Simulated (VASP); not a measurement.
Wanted: the native input for a VASP 6.6.1 run.

- Task: single point
- Functional: PBE-based screened hybrid with 10 % exact exchange
- Potentials or basis: VASP PAW PBE potentials, release 64 (Cl, Na_pv)
- Cutoff: 520 eV
- k mesh: 4 × 4 × 4
- Occupations: fermi-dirac, width 0.05 eV
- Spin: no spin polarisation
- Dipole correction: no
- Grid for exact exchange (PRECFOCK): Normal
- Share of exact exchange: 0.1
- Further INCAR settings: ALGO = Normal; EDIFF = 1e-07; NBANDS = 14
- Screening parameter: 0.2 1/Å

Crystal: NaCl.

```
Cl Na
1.0
     0.00000    2.79406    2.79406
     2.79406    0.00000    2.79406
     2.79406    2.79406    0.00000
Cl Na
1 1
Direct
  0.50000 0.50000 0.50000
  0.00000 0.00000 0.00000
```

One way to write it, as run:

POSCAR

```
NaCl
1.0
    0.0000000000      2.7940632177      2.7940632177
    2.7940632177      0.0000000000      2.7940632177
    2.7940632177      2.7940632177      0.0000000000
Cl Na
1 1
Direct
    0.5000000000      0.5000000000      0.5000000000
    0.0000000000      0.0000000000      0.0000000000
```

INCAR.step1

```
PREC     = Accurate       # precision mode
ENCUT    = 520            # plane-wave cutoff, eV
EDIFF    = 1E-5           # SCF threshold, eV
ISMEAR   = -1             # smearing method
SIGMA    = 0.05           # smearing width, eV
LREAL    = False          # projectors in reciprocal space
LASPH    = True           # aspherical terms in the spheres
NELM     = 60             # most SCF steps
ALGO     = Normal         # electronic algorithm
ISIF     = 2              # what is computed and relaxed
LWAVE    = True           # write WAVECAR
LCHARG   = False          # write CHGCAR
GGA      = PE             # functional
NBANDS   = 14             # bands
```

INCAR.step2

```
PREC     = Accurate       # precision mode
ENCUT    = 520            # plane-wave cutoff, eV
EDIFF    = 1E-7           # SCF threshold, eV
ISMEAR   = -1             # smearing method
SIGMA    = 0.05           # smearing width, eV
LREAL    = False          # projectors in reciprocal space
LASPH    = True           # aspherical terms in the spheres
NELM     = 60             # most SCF steps
ALGO     = Normal         # electronic algorithm
ISIF     = 2              # what is computed and relaxed
LWAVE    = False          # write WAVECAR
LCHARG   = False          # write CHGCAR
GGA      = PE             # functional
LHFCALC  = True           # exact exchange
AEXX     = 0.1            # exact-exchange fraction
HFSCREEN = 0.2            # screening, 1/A
PRECFOCK = Normal       
ISTART   = 1            
NBANDS   = 14             # bands
```

KPOINTS

```
Automatic mesh
0
Gamma
  4 4 4
```

Potentials or basis: VASP PAW PBE potentials, release 64 (Cl, Na_pv).

Command:

```console
$ cat potpaw_PBE.64/Cl/POTCAR potpaw_PBE.64/Na_pv/POTCAR > POTCAR
$ cp INCAR.step1 INCAR
$ mpirun -np 1 vasp_std > vasp.out
$ cp INCAR.step2 INCAR
$ mpirun -np 1 vasp_std > vasp.out
```

It gave:

```yaml
Pressure: 1.3 GPa
Band_gap_on_the_k_mesh: 5.77 eV
```

Caveat: the k points lie up to 0.49 Å⁻¹ apart; the PAW data sets were made with another functional, which shifts forces and pressure a little.

Run time: 2.5 min on 1 thread of Intel(R) Xeon(R) Platinum 8375C CPU @ 2.90GHz (Ice Lake), on a shared host, peak memory 0.26 GiB.
